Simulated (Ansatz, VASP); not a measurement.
One calculation of F, two programs

Contents of INCAR:

```
PREC = Accurate
ENCUT = 520
EDIFF = 1E-7
ISMEAR = 0
SIGMA = 0.05
LREAL = F
LASPH = T
NELM = 100
ALGO = Normal
ISIF = 2
LWAVE = F
LCHARG = T
GGA = PS
LELF = T
LVHAR = T
NBANDS = 22
```

Contents of KPOINTS:

```
regular mesh
0
Gamma
  4 4 2
```

File POSCAR:

```
F
1.0
    3.2658031104     -1.8177115780     -0.2518869095
    3.2658031104      1.8177115780     -0.2518869095
   -2.4733711270      0.0000000000      7.2867844740
F
4
Direct
    0.0848459664      0.0848459664      0.0940038325
    0.9151540336      0.9151540336      0.9059961675
    0.5015719855      0.5015719855      0.5937195244
    0.4984280145      0.4984280145      0.4062804756
```

Input for Ansatz:

```yaml
crystal:
  lattice:
    - [3.2658031104, -1.817711578, -0.2518869095]
    - [3.2658031104, 1.817711578, -0.2518869095]
    - [-2.473371127, 0.0, 7.286784474]
  atoms:
    - { symbol: F, position: [0.0848459664, 0.0848459664, 0.0940038325] }
    - { symbol: F, position: [0.9151540336, 0.9151540336, 0.9059961675] }
    - { symbol: F, position: [0.5015719855, 0.5015719855, 0.5937195244] }
    - { symbol: F, position: [0.4984280145, 0.4984280145, 0.4062804756] }
basis:
  ecutwfc: 520.0
kpoints:
  mp_grid: { grid: [4, 4, 2] }
hamiltonian:
  xc: pbesol
scf:
  occupations: { method: gaussian, width: 0.05 }
output:
  forces: true
  stress: true
  eigenvalues: true
```

Change from the starting cell: volume 21.062 Å^3 an atom, stretch along a over the lengths across it, relative to the relaxed cell 1.0326.

Alike in both runs: task single point; functional PBEsol; k mesh 4 × 4 × 2; occupations gaussian, width 0.05 eV; no spin polarisation.

|  | VASP | Ansatz |
| --- | --- | --- |
| version | VASP 6.6.1 | Ansatz 0.2.0 |
| potentials or method | VASP PAW PBE potentials, release 64 (F), cutoff 520 eV | scalar-relativistic, plane waves, PAW |
| valence electrons in the cell | 28 | 28 |

VASP gave:

```
gap on the k mesh at the Fermi level (eV)                     : 2.69
least direct gap on the mesh (eV)                             : 2.76
pressure (GPa)                                                : -2.0
traceless stress, the component that is largest in VASP (GPa) : -2.29
rms of the force components (eV/Å)                            : 0.460
```

Question: Which values does Ansatz return?

Answer: gap on the k mesh at the Fermi level (eV): 2.76; least direct gap on the mesh (eV): 2.83; pressure (GPa): -2.2; traceless stress, the component that is largest in VASP (GPa): -3.37; rms of the force components (eV/Å): 0.670.

VASP's potentials were made for PBE, not for PBEsol. Atom by atom the forces differ by 0.210 eV/Å (rms over components).

The k mesh is coarse, so the values compare programs but aren't converged.
